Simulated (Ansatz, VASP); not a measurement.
# Two plane-wave programs on CuO2

```
Cu O
1.0
     0.00000    2.38448    2.38448
     2.38448    0.00000    2.38448
     2.38448    2.38448    0.00000
Cu O
1 2
Direct
  0.00000 0.00000 0.00000
  0.25000 0.25000 0.25000
  0.75000 0.75000 0.75000
```

Alike in both runs: functional PBEsol; k mesh 16 × 16 × 16; occupations gaussian, width 0.1 eV; collinear spin.

Ansatz relaxed the structure, and its values are those at the end. VASP's run is a single point on that final structure, the one shown.

|  | VASP | Ansatz |
| --- | --- | --- |
| version | VASP 6.6.1 | Ansatz 0.2.0 |
| potentials or method | VASP PAW PBE potentials, release 64 (Cu, O), cutoff 520 eV | scalar-relativistic, plane waves, PAW |
| valence electrons in the cell | 23 | 31 |

|  | VASP | Ansatz | Ansatz less VASP |
| --- | --- | --- | --- |
| gap on the k mesh at the Fermi level (eV) | none | none | - |
| pressure (GPa) | 0.7 | 0.0 | -0.71 |
| net moment per atom (μB) | 0.64 | 0.64 | -0.003 |
| size of the moment on the site where the two differ most (μB) | 0.57 | 0.63 | +0.055 |

VASP's potentials were made for PBE, not for PBEsol. Site moments also hang on the region over which each program counts them. A gap of «none» marks a metal or a gap that the smearing closes. With one functional, cell and mesh, what is left measures potentials, basis and numerics. VASP's potentials hold 23 valence electrons a cell and Ansatz's 31, so a difference there can come from the potentials and not from the codes.
